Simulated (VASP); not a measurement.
# CuSn15S16 (a cell with a defect) in VASP: electric field gradients with PBE

Aim: the electric field gradients of CuSn15S16 (a cell with a defect) with PBE.

Everything below comes from runs of VASP 6.6.1. Logs are shortened: lines on timing, memory, paths and dates and some standing lists are left out, and cuts for length are marked.

## Step 1: The cell of the first run

The cell holds a defect, 32 atoms: a = 11.392 Å, b = 7.914 Å, c = 9.066 Å, α = 90.00°, β = 90.00°, γ = 90.00°.

## Step 2: Electric field gradients, PBE

Input file INCAR:

```
PREC = Accurate
ENCUT = 520
EDIFF = 1E-8
ISMEAR = -1
SIGMA = 0.01
LREAL = Auto
LASPH = True
NELM = 100
ALGO = Normal
ISIF = 2
LWAVE = False
LCHARG = False
GGA = PE
LEFG = True
NELECT = 318.0
NBANDS = 180
LUSENCCL = False
```

Input file KPOINTS:

```
Automatic mesh
0
Gamma
  2 3 2
```

Input file POSCAR:

```
CuSn15S16
1.0
   11.3920185100      0.0000000000      0.0000000000
    0.0000000000      7.9137104200      0.0000000000
    0.0000000000      0.0000000000      9.0656213800
Cu Sn S
1 15 16
Direct
    0.6216327500      0.1250000000      0.1847699200
    0.6216327500      0.1250000000      0.6847699200
    0.6216327500      0.6250000000      0.1847699200
    0.6216327500      0.6250000000      0.6847699200
    0.3783672500      0.3750000000      0.3152300800
    0.3783672500      0.3750000000      0.8152300800
    0.3783672500      0.8750000000      0.3152300800
    0.3783672500      0.8750000000      0.8152300800
    0.8783672500      0.3750000000      0.4347699200
    0.8783672500      0.3750000000      0.9347699200
    0.8783672500      0.8750000000      0.4347699200
    0.8783672500      0.8750000000      0.9347699200
    0.1216327500      0.1250000000      0.0652300800
    0.1216327500      0.1250000000      0.5652300800
    0.1216327500      0.6250000000      0.0652300800
    0.1216327500      0.6250000000      0.5652300800
    0.3474974600      0.1250000000      0.0052984000
    0.3474974600      0.1250000000      0.5052984000
    0.3474974600      0.6250000000      0.0052984000
    0.3474974600      0.6250000000      0.5052984000
    0.6525025400      0.3750000000      0.4947016000
    0.6525025400      0.3750000000      0.9947016000
    0.6525025400      0.8750000000      0.4947016000
    0.6525025400      0.8750000000      0.9947016000
    0.1525025400      0.3750000000      0.2552984000
    0.1525025400      0.3750000000      0.7552984000
    0.1525025400      0.8750000000      0.2552984000
    0.1525025400      0.8750000000      0.7552984000
    0.8474974600      0.1250000000      0.2447016000
    0.8474974600      0.1250000000      0.7447016000
    0.8474974600      0.6250000000      0.2447016000
    0.8474974600      0.6250000000      0.7447016000
```

Potentials or basis: VASP PAW PBE potentials, release 64 (Cu, Sn_d, S).

Run with:

```
$ cat potpaw_PBE.64/Cu/POTCAR potpaw_PBE.64/Sn_d/POTCAR potpaw_PBE.64/S/POTCAR > POTCAR
$ mpirun -np 1 vasp_std > vasp.out
```

OUTCAR:

```text
PREC = Accurate
   ENCUT = 520
   EDIFF = 1E-8
   ISMEAR = -1
   LREAL = Auto
   LASPH = True
   NELM = 100
   ISIF = 2
   GGA = PE
   NELECT = 318.0

 ion  position               nearest neighbor table
   1  0.622  0.125  0.185-  29 2.63  24 2.65  22 2.65
   2  0.622  0.125  0.685-  30 2.63  23 2.65  21 2.65   8 3.60   6 3.60
   3  0.622  0.625  0.185-  31 2.63  24 2.65  22 2.65   7 3.60   5 3.60
   4  0.622  0.625  0.685-  32 2.63  23 2.65  21 2.65   8 3.60   6 3.60
   5  0.378  0.375  0.315-  25 2.63  20 2.65  18 2.65   3 3.60
   6  0.378  0.375  0.815-  26 2.63  19 2.65  17 2.65   4 3.60   2 3.60
   7  0.378  0.875  0.315-  27 2.63  20 2.65  18 2.65   3 3.60
   8  0.378  0.875  0.815-  28 2.63  19 2.65  17 2.65   4 3.60   2 3.60
   9  0.878  0.375  0.435-  21 2.63  29 2.65  31 2.65  16 3.60  14 3.60
  10  0.878  0.375  0.935-  22 2.63  30 2.65  32 2.65  15 3.60  13 3.60
  11  0.878  0.875  0.435-  23 2.63  29 2.65  31 2.65  16 3.60  14 3.60
  12  0.878  0.875  0.935-  24 2.63  30 2.65  32 2.65  15 3.60  13 3.60
  13  0.122  0.125  0.065-  17 2.63  25 2.65  27 2.65  12 3.60  10 3.60
  14  0.122  0.125  0.565-  18 2.63  26 2.65  28 2.65  11 3.60   9 3.60
  15  0.122  0.625  0.065-  19 2.63  25 2.65  27 2.65  12 3.60  10 3.60
  16  0.122  0.625  0.565-  20 2.63  26 2.65  28 2.65  11 3.60   9 3.60
  17  0.347  0.125  0.005-  13 2.63   8 2.65   6 2.65
  18  0.347  0.125  0.505-  14 2.63   7 2.65   5 2.65
  19  0.347  0.625  0.005-  15 2.63   8 2.65   6 2.65
  20  0.347  0.625  0.505-  16 2.63   7 2.65   5 2.65
  21  0.653  0.375  0.495-   9 2.63   4 2.65   2 2.65
  22  0.653  0.375  0.995-  10 2.63   3 2.65   1 2.65
[... 8 lines left out ...]
  31  0.847  0.625  0.245-   3 2.63   9 2.65  11 2.65
  32  0.847  0.625  0.745-   4 2.63  10 2.65  12 2.65

  LATTYP: Found a simple orthorhombic cell.
 ALAT       =     7.9137104200
 B/A-ratio  =     1.1455588970
 C/A-ratio  =     1.4395293618

  Lattice vectors:

 A1 = (   0.0000000000,   7.9137104200,   0.0000000000)
 A2 = (   0.0000000000,   0.0000000000,   9.0656213800)
 A3 = (  11.3920185100,   0.0000000000,   0.0000000000)

Analysis of symmetry for initial positions (statically):
=====================================================================
 Subroutine PRICEL returns:
 Original cell was already a primitive cell.
[... 1616 lines left out ...]

  FORCE on cell =-STRESS in cart. coord.  units (eV):
  Direction    XX          YY          ZZ          XY          YZ          ZX
  --------------------------------------------------------------------------------------
  -------------------------------------------------------------------------------------
  Total       12.3896382     12.7602394     10.4597900      0.0000000      0.0000000      1.2187678
  in kB       24.2879463     25.0144520     20.5047810      0.0000000      0.0000000      2.3892035
  external PRESSURE =      23.2690597 kB  Pullay stress =       0.0000000 kB

 VOLUME and BASIS-vectors are now :
 -----------------------------------------------------------------------------
  energy-cutoff  :      520.00
  volume of cell :      817.29
      direct lattice vectors                 reciprocal lattice vectors
    11.392018510  0.000000000  0.000000000     0.087780756  0.000000000  0.000000000
     0.000000000  7.913710420  0.000000000     0.000000000  0.126362976  0.000000000
     0.000000000  0.000000000  9.065621380     0.000000000  0.000000000  0.110306835

 POSITION                                       TOTAL-FORCE (eV/Angst)
 -----------------------------------------------------------------------------------
      7.08165      0.98921      1.67505         1.038501      0.000000     -0.992920
      7.08165      0.98921      6.20786        -0.103593      0.000000      0.241604
      7.08165      4.94607      1.67505         0.011423      0.000000     -0.457225
      7.08165      4.94607      6.20786        -0.207521      0.000000      0.377215
      4.31037      2.96764      2.85776         0.337684     -0.078275     -0.238858
      4.31037      2.96764      7.39057         0.324027     -0.033000     -0.062766
[... 24 lines left out ...]
      9.65471      4.94607      2.21837         0.145026      0.000000     -0.097681
      9.65471      4.94607      6.75118         0.179525      0.000000     -0.192998
 -----------------------------------------------------------------------------------
    total drift:                                0.004023      0.000000      0.009062

  FREE ENERGIE OF THE ION-ELECTRON SYSTEM (eV)
  ---------------------------------------------------
  free  energy   TOTEN  =      -134.1393567349 eV

  energy  without entropy=     -134.1393567349  energy(sigma->0) =     -134.13935673

 Electric field gradients (V/A^2)
---------------------------------------------------------------------
 ion       V_xx      V_yy      V_zz      V_xy      V_xz      V_yz
---------------------------------------------------------------------
   1       9.267   -13.643     4.376    -0.000   -22.774    -0.000
   2     -57.491    33.467    24.024     0.000    92.384    -0.000
   3     -28.379    40.679   -12.300    -0.000   110.894     0.000
   4     -56.374    31.645    24.729    -0.000    89.415    -0.000
   5     -58.629    36.898    21.731     1.213    85.633     0.693
   6     -53.812    37.652    16.160    -1.759    88.353     2.833
[... 24 lines left out ...]
  31     -12.358    18.024    -5.666    -0.000    29.683    -0.000
  32      -8.342    18.507   -10.165    -0.000    35.282     0.000
---------------------------------------------------------------------

 Electric field gradients after diagonalization (V/A^2)
 (convention: |V_zz| > |V_xx| > |V_yy|)
----------------------------------------------------------------------
 ion       V_xx      V_yy      V_zz     asymmetry (V_yy - V_xx)/ V_zz
----------------------------------------------------------------------
   1     -16.084   -13.643    29.727       0.082
   2      84.242    33.467  -117.709       0.431
   3      90.846    40.679  -131.525       0.381
   4      82.358    31.645  -114.004       0.445
   5      76.181    36.862  -113.043       0.348
   6      76.250    37.665  -113.915       0.339
[... 24 lines left out ...]
  31      20.859    18.024   -38.883       0.073
  32      26.040    18.507   -44.548       0.169
----------------------------------------------------------------------

           NMR quadrupolar parameters

 Cq : quadrupolar parameter    Cq=e*Q*V_zz/h
 eta: asymmetry parameters     (V_yy - V_xx)/ V_zz
 Q  : nuclear electric quadrupole moment in mb (millibarn)
----------------------------------------------------------------------
 ion       Cq(MHz)       eta       Q (mb)
----------------------------------------------------------------------
   1       0.072       0.082       1.000
   2      -0.285       0.431       1.000
   3      -0.318       0.381       1.000
   4      -0.276       0.445       1.000
   5      -0.273       0.348       1.000
   6      -0.275       0.339       1.000
[... 24 lines left out ...]
  31      -0.094       0.073       1.000
  32      -0.108       0.169       1.000
----------------------------------------------------------------------
```

Wall time 3.7 min (1 × NVIDIA H100 80GB with 1 thread of AMD EPYC 7R13 (Zen 3), shared host); peak memory 2 GiB.

What came out:

- Free energy: -134.1394 eV
- Largest force: 1.437 eV/Å
- Largest electric field gradient by atom: Cu +29.7; Sn -117.7, -131.5, -114.0, -113.0, -113.9, -122.1, -132.8, -117.0, -114.9, -116.1, -112.6 (each value once); S -45.9, -41.5, -42.9, -47.6, -35.1, +50.5, -43.5, -43.1, -50.9, -38.9, -44.5 (each value once) V/Å²

Forces in eV/Å, atoms in the order of the input:
```
Cu   1.039  0.000 -0.993
Sn  -0.104  0.000  0.242
Sn   0.011  0.000 -0.457
Sn  -0.208  0.000  0.377
Sn   0.338 -0.078 -0.239
Sn   0.324 -0.033 -0.063
Sn   0.338  0.078 -0.239
Sn   0.324  0.033 -0.063
Sn   0.099 -0.281 -0.125
Sn  -0.269 -0.027  0.311
Sn   0.099  0.281 -0.125
Sn  -0.269  0.027  0.311
Sn  -0.315  0.000 -0.163
Sn  -0.215  0.000 -0.141
Sn  -0.221  0.000 -0.157
Sn  -0.305  0.000 -0.153
S    0.192  0.000  0.142
S    0.038  0.000  0.244
S    0.079  0.000  0.167
S    0.189  0.000  0.096
S   -0.078 -0.128 -0.214
S   -0.257 -0.312  0.487
S   -0.078  0.128 -0.214
S   -0.257  0.312  0.487
S   -0.089  0.023  0.197
S   -0.144  0.011  0.149
S   -0.089 -0.023  0.197
S   -0.144 -0.011  0.149
S   -0.503  0.000  0.247
S    0.151  0.000 -0.167
S    0.145  0.000 -0.098
S    0.180  0.000 -0.193
```

Electric field gradients, principal values (V/Å²):
```tsv
atom	least	middle	greatest (by size)
1 Cu	-13.643	-16.084	29.727
2 Sn	33.467	84.242	-117.709
3 Sn	40.679	90.846	-131.525
4 Sn	31.645	82.358	-114.004
5 Sn	36.862	76.181	-113.043
6 Sn	37.665	76.250	-113.915
7 Sn	36.862	76.181	-113.043
8 Sn	37.665	76.250	-113.915
9 Sn	27.591	94.510	-122.101
10 Sn	56.188	76.582	-132.771
11 Sn	27.591	94.510	-122.101
12 Sn	56.188	76.582	-132.771
13 Sn	43.665	73.308	-116.973
14 Sn	37.221	77.641	-114.862
15 Sn	37.763	78.379	-116.142
16 Sn	34.098	78.538	-112.635
17 S	22.739	23.186	-45.926
18 S	20.172	21.303	-41.475
19 S	20.640	22.238	-42.878
20 S	21.763	25.805	-47.568
21 S	14.538	20.579	-35.116
22 S	-2.936	-47.552	50.488
23 S	14.538	20.579	-35.116
24 S	-2.936	-47.552	50.488
25 S	19.838	23.634	-43.472
26 S	21.118	21.992	-43.110
27 S	19.838	23.634	-43.472
28 S	21.118	21.992	-43.110
29 S	12.685	38.242	-50.928
30 S	18.085	24.797	-42.882
31 S	18.024	20.859	-38.883
32 S	18.507	26.040	-44.548
```

Caveat: the cell carries a net charge on a neutralising background, which shifts energy and pressure; the cell is charged against a uniform background, so pressure and absolute levels hang on convention; without QUAD_EFG the Cq values of the log hold for a quadrupole moment of 1 mb, not for the nuclei.
